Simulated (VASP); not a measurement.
# BAs (flat sheet) in VASP: a series of runs

BAs (flat sheet) is run at these levels: PBE; tasks: single point.

Everything below comes from runs of VASP 6.6.1. Logs are shortened: lines on timing, memory, paths and dates and some standing lists are left out, and cuts for length are marked.

**1. The cell of the first run**

The cell holds a wire with vacuum, 10 atoms: a = 15.800 Å, b = 9.300 Å, c = 5.736 Å, α = 90.00°, β = 90.00°, γ = 90.00°.

**2. Single point, PBE**

INCAR

```
PREC = Accurate ; ENCUT = 520
EDIFF = 1E-7 ; ISMEAR = 0
SIGMA = 0.05 ; LREAL = False
LASPH = True ; NELM = 60
ALGO = Normal ; ISIF = 2
LWAVE = False ; LCHARG = False
GGA = PE ; NBANDS = 31
```

KPOINTS

```
Automatic mesh
0
Gamma
  1 1 6
```

POSCAR

```
BAs
1.0
   15.8000000000      0.0000000000      0.0000000000
    0.0000000000      9.3000000000      0.0000000000
    0.0000000000      0.0000000000      5.7359347329
B As
5 5
Direct
    0.6138871461      0.5000000000      0.2960981857
    0.6845470256      0.5000000000      0.8971838523
    0.3861128539      0.5000000000      0.2960981857
    0.5000000000      0.5000000000      0.8091892315
    0.3154529744      0.5000000000      0.8971838523
    0.7363774219      0.5000000000      0.1869659730
    0.5000000000      0.5000000000      0.1484903303
    0.6066900137      0.5000000000      0.6409122080
    0.2636225781      0.5000000000      0.1869659730
    0.3933099863      0.5000000000      0.6409122080
```

Potentials or basis: VASP PAW PBE potentials, release 64 (B, As).

Run with:

```
$ cat potpaw_PBE.64/B/POTCAR potpaw_PBE.64/As/POTCAR > POTCAR
$ mpirun -np 1 vasp_std > vasp.out
```

OUTCAR:

```text
PREC = Accurate
   ENCUT = 520
   EDIFF = 1E-7
   ISMEAR = 0
   LREAL = False
   LASPH = True
   NELM = 60
   ISIF = 2
   GGA = PE

 ion  position               nearest neighbor table
   1  0.614  0.500  0.296-   8 1.98   7 1.99   6 2.03
   2  0.685  0.500  0.897-   6 1.85   8 1.92
   3  0.386  0.500  0.296-  10 1.98   7 1.99   9 2.03
   4  0.500  0.500  0.809-   8 1.94  10 1.94   7 1.95
   5  0.315  0.500  0.897-   9 1.85  10 1.92
   6  0.736  0.500  0.187-   2 1.85   1 2.03
   7  0.500  0.500  0.148-   4 1.95   3 1.99   1 1.99
   8  0.607  0.500  0.641-   2 1.92   4 1.94   1 1.98
   9  0.264  0.500  0.187-   5 1.85   3 2.03
  10  0.393  0.500  0.641-   5 1.92   4 1.94   3 1.98

  LATTYP: Found a simple orthorhombic cell.
 ALAT       =     5.7359347329
 B/A-ratio  =     1.6213573608
 C/A-ratio  =     2.7545641183

  Lattice vectors:

 A1 = (   0.0000000000,   0.0000000000,  -5.7359347329)
 A2 = (   0.0000000000,   9.3000000000,   0.0000000000)
 A3 = (  15.8000000000,   0.0000000000,   0.0000000000)

Analysis of symmetry for initial positions (statically):
=====================================================================
 Subroutine PRICEL returns:
 Original cell was already a primitive cell.

 Routine SETGRP: Setting up the symmetry group for a
 simple orthorhombic supercell.

 Subroutine GETGRP returns: Found  4 space group operations
 (whereof  4 operations were pure point group operations)
 out of a pool of  8 trial point group operations.

The static configuration has the point symmetry C_2v.

Analysis of symmetry for dynamics (positions and initial velocities):
=====================================================================
 Subroutine PRICEL returns:
 Original cell was already a primitive cell.

 Routine SETGRP: Setting up the symmetry group for a
 simple orthorhombic supercell.

 Subroutine GETGRP returns: Found  4 space group operations
 (whereof  4 operations were pure point group operations)
 out of a pool of  8 trial point group operations.

The dynamic configuration has the point symmetry C_2v.

 Subroutine INISYM returns: Found  4 space group operations
 (whereof  4 operations are pure point group operations),
 and found     1 'primitive' translations

----------------------------------------------------------------------------------------

                                     Primitive cell

  volume of cell :     842.8382

  direct lattice vectors                    reciprocal lattice vectors
    15.800000000  0.000000000  0.000000000     0.063291139  0.000000000  0.000000000
     0.000000000  9.300000000  0.000000000     0.000000000  0.107526882  0.000000000
     0.000000000  0.000000000  5.735934733     0.000000000  0.000000000  0.174339501

  length of vectors
    15.800000000  9.300000000  5.735934733     0.063291139  0.107526882  0.174339501

  position of ions in fractional coordinates (direct lattice)
     0.613887146  0.500000000  0.296098186
     0.684547026  0.500000000  0.897183852
     0.386112854  0.500000000  0.296098186
     0.500000000  0.500000000  0.809189231
     0.315452974  0.500000000  0.897183852
     0.736377422  0.500000000  0.186965973
     0.500000000  0.500000000  0.148490330
     0.606690014  0.500000000  0.640912208
     0.263622578  0.500000000  0.186965973
     0.393309986  0.500000000  0.640912208

  ion indices of the primitive-cell ions
   primitive index   ion index
                 1           1
                 2           2
                 3           3
                 4           4
                 5           5
                 6           6
                 7           7
                 8           8
                 9           9
                10          10

----------------------------------------------------------------------------------------

 KPOINTS: Automatic mesh

Automatic generation of k-mesh.
 Grid dimensions read from file:
 generate k-points for:    1    1    6

 Generating k-lattice:

  Cartesian coordinates                     Fractional coordinates (reciprocal lattice)
     0.063291139  0.000000000  0.000000000     1.000000000  0.000000000  0.000000000
     0.000000000  0.107526882  0.000000000     0.000000000  1.000000000  0.000000000
     0.000000000  0.000000000  0.029056584     0.000000000  0.000000000  0.166666667

  Length of vectors
     0.063291139  0.107526882  0.029056584

  Shift w.r.t. Gamma in fractional coordinates (k-lattice)
     0.000000000  0.000000000  0.000000000

 Subroutine IBZKPT returns following result:
 ===========================================

 Found      4 irreducible k-points:

 Following reciprocal coordinates:
            Coordinates               Weight
  0.000000  0.000000  0.000000      1.000000
  0.000000  0.000000  0.166667      2.000000
  0.000000  0.000000  0.333333      2.000000
  0.000000  0.000000  0.500000      1.000000
   k-points           NKPTS =      4   k-points in BZ     NKDIM =      4   number of bands    NBANDS=     31
   number of dos      NEDOS =    301   number of ions     NIONS =     10
   total plane-waves  NPLWV = 403200
   dimension x,y,z NGX =   120 NGY =   70 NGZ =   48
   dimension x,y,z NGXF=   240 NGYF=  140 NGZF=   96
   ions per type =               5   5
   NGX,Y,Z   is equivalent  to a cutoff of  12.63, 12.51, 13.91 a.u.
   NGXF,Y,Z  is equivalent  to a cutoff of  25.25, 25.03, 27.82 a.u.
 SYSTEM =  unknown system
   PREC   = accura    normal or accurate (medium, high low for compatibility)
   ISTART =      0    job   : 0-new  1-cont  2-samecut
   ICHARG =      2    charge: 1-file 2-atom 10-const
   ISPIN  =      1    spin polarized calculation?
   LNONCOLLINEAR =      F non collinear calculations
   LSORBIT =      F    spin-orbit coupling
   LASPH  =      T    aspherical Exc in radial PAW
   ENCUT  =  520.0 eV  38.22 Ry    6.18 a.u.  29.38 17.29 10.67*2*pi/ulx,y,z
   NELM   =     60;   NELMIN=  2; NELMDL= -5     # of ELM steps
   EDIFF  = 0.1E-06   stopping-criterion for ELM
   LREAL  =      F    real-space projection
   EDIFFG = 0.1E-05   stopping-criterion for IOM
   NSW    =      0    number of steps for IOM
   IBRION =     -1    ionic relax: 0-MD 1-quasi-New 2-CG
   NFREE  =      0    steps in history (QN), initial steepest desc. (CG)
   ISIF   =      2    stress and relaxation
   ISYM   =      2    0-nonsym 1-usesym 2-fastsym
   POTIM  = 0.5000    time-step for ionic-motion
   TEBEG  =    0.0;   TEEND  =   0.0 temperature during run
   PSTRESS=    0.0 pullay stress
   NELECT =      40.0000    total number of electrons
   NUPDOWN=      -1.0000    fix difference up-down
   EMIN   =  10.00;   EMAX   =-10.00  energy-range for DOS
   EFERMI =   0.00;   METHOD = LEGACY
   ISMEAR =     0;   SIGMA  =   0.05  broadening in eV -4-tet -1-fermi 0-gaus
   EFERMI_NEDOS =   21; number of points for ismear=-14 and -15
   IALGO  =     38    algorithm
   IMIX   =      4    mixing-type and parameters
     AMIX     =   0.40;   BMIX     =  1.00
     AMIX_MAG =   1.60;   BMIX_MAG =  1.00
  volume/ion in A,a.u.               =      84.28       568.78
  Fermi-wavevector in a.u.,A,eV,Ry     =   0.592716  1.120071  4.779896  0.351312
  Thomas-Fermi vector in A             =   1.641638
   LORBIT       =      0    0 simple, 1 ext, 2 COOP (PROOUT), +10 PAW based schemes
   GGA     = PE    functional components
   LHFCALC =     F    Hartree Fock is set to
   AEXX    =    0.0000 exact exchange contribution
   IVDW    =     0    specifies the selected vdW correction
   LEPSILON=     F    determine dielectric tensor
   LRPA    =     F    only Hartree local field effects (RPA)
 non-spin polarized calculation
 Gauss-broadening in eV      SIGMA  =   0.05
  energy-cutoff  :      520.00
  volume of cell :      842.84
 maximum number of plane-waves:     22729
 NGX is ok and might be reduce to   120
   NGX = 59   NGY = 35   NGZ = 21

 number of electron      40.0000000 magnetization

 Free energy of the ion-electron system (eV)
  ---------------------------------------------------
  ext. energy  EPLUGINS =         0.00000000
  ---------------------------------------------------
  free energy    TOTEN  =       -49.10689869 eV

  energy without entropy =      -49.10689869  energy(sigma->0) =      -49.10689869

 E-fermi :  -2.8845     XC(G=0):  -3.0101

 val. band max:       -3.1383487319   @ k =   0.0000   0.0000   0.0000
 cond. band min:      -2.2775455226   @ k =   0.0000   0.0000   0.5000
 fundamental gap:      0.8608032093
 Fermi energy:        -2.8844834865

 k-point     1 :       0.0000    0.0000    0.0000
  band No.  band energies     occupation
      1     -16.7439      2.00000
      2     -15.7424      2.00000
      3     -14.4681      2.00000
      4     -14.2529      2.00000
      5     -14.0732      2.00000
      6     -11.2393      2.00000
[... 23 lines left out ...]
     30       1.1875      0.00000
     31       1.4673      0.00000

 k-point     2 :       0.0000    0.0000    0.1667
  band No.  band energies     occupation
      1     -16.6468      2.00000
      2     -15.6657      2.00000
      3     -14.6016      2.00000
      4     -14.4345      2.00000
      5     -14.2196      2.00000
      6     -10.7886      2.00000
[... 23 lines left out ...]
     30       0.8118      0.00000
     31       1.3895      0.00000

 k-point     3 :       0.0000    0.0000    0.3333
  band No.  band energies     occupation
      1     -16.3629      2.00000
      2     -15.4520      2.00000
      3     -15.2339      2.00000
      4     -14.5651      2.00000
      5     -14.4010      2.00000
      6     -10.6897      2.00000
[... 23 lines left out ...]
     30       1.1240      0.00000
     31       1.6561      0.00000

 k-point     4 :       0.0000    0.0000    0.5000
  band No.  band energies     occupation
      1     -16.0188      2.00000
      2     -15.7208      2.00000
      3     -15.2479      2.00000
      4     -14.8318      2.00000
      5     -14.3808      2.00000
      6     -10.6896      2.00000
[... 23 lines left out ...]
     30       1.4122      0.00000
     31       1.6526      0.00000

------------------------ aborting loop because EDIFF is reached ----------------------------------------

  FORCE on cell =-STRESS in cart. coord.  units (eV):
  Direction    XX          YY          ZZ          XY          YZ          ZX
  --------------------------------------------------------------------------------------
  -------------------------------------------------------------------------------------
  Total        0.8255655      0.0417155      1.0592845      0.0000000      0.0000000      0.0000000
  in kB        1.5693431      0.0792983      2.0136267      0.0000000      0.0000000      0.0000000
  external PRESSURE =       1.2207560 kB  Pullay stress =       0.0000000 kB

 VOLUME and BASIS-vectors are now :
 -----------------------------------------------------------------------------
  energy-cutoff  :      520.00
  volume of cell :      842.84
      direct lattice vectors                 reciprocal lattice vectors
    15.800000000  0.000000000  0.000000000     0.063291139  0.000000000  0.000000000
     0.000000000  9.300000000  0.000000000     0.000000000  0.107526882  0.000000000
     0.000000000  0.000000000  5.735934733     0.000000000  0.000000000  0.174339501

 POSITION                                       TOTAL-FORCE (eV/Angst)
 -----------------------------------------------------------------------------------
      9.69942      4.65000      1.69840        -0.003273      0.000000     -0.023925
     10.81584      4.65000      5.14619        -0.001281      0.000000     -0.045849
      6.10058      4.65000      1.69840         0.003273      0.000000     -0.023925
      7.90000      4.65000      4.64146        -0.000000      0.000000     -0.004541
      4.98416      4.65000      5.14619         0.001281      0.000000     -0.045849
     11.63476      4.65000      1.07242         0.113653     -0.000000      0.092328
      7.90000      4.65000      0.85173        -0.000000      0.000000      0.022109
      9.58570      4.65000      3.67623         0.003480      0.000000     -0.031338
      4.16524      4.65000      1.07242        -0.113653      0.000000      0.092328
      6.21430      4.65000      3.67623        -0.003480      0.000000     -0.031338
 -----------------------------------------------------------------------------------
    total drift:                                0.000000     -0.000000      0.000161

  FREE ENERGIE OF THE ION-ELECTRON SYSTEM (eV)
  ---------------------------------------------------
  free  energy   TOTEN  =       -49.1068986864 eV

  energy  without entropy=      -49.1068986864  energy(sigma->0) =      -49.10689869
```

It took 4 min on 1 thread of Intel Xeon Platinum 8375C at 2.90GHz (Ice Lake), shared host; peak memory 0.77 GiB.

What came out:

```
Free energy            : -49.1069 eV
Largest force          : 0.146 eV/Å
Band gap on the k mesh : 0.86 eV, indirect (least direct gap 1.13 eV)
```

Forces on the atoms (eV/Å):
```
B   -0.003  0.000 -0.024
B   -0.001  0.000 -0.046
B    0.003  0.000 -0.024
B    0.000  0.000 -0.005
B    0.001  0.000 -0.046
As   0.114  0.000  0.092
As   0.000  0.000  0.022
As   0.003  0.000 -0.031
As  -0.114  0.000  0.092
As  -0.003  0.000 -0.031
```

(Part 1 of 2 ends here.)
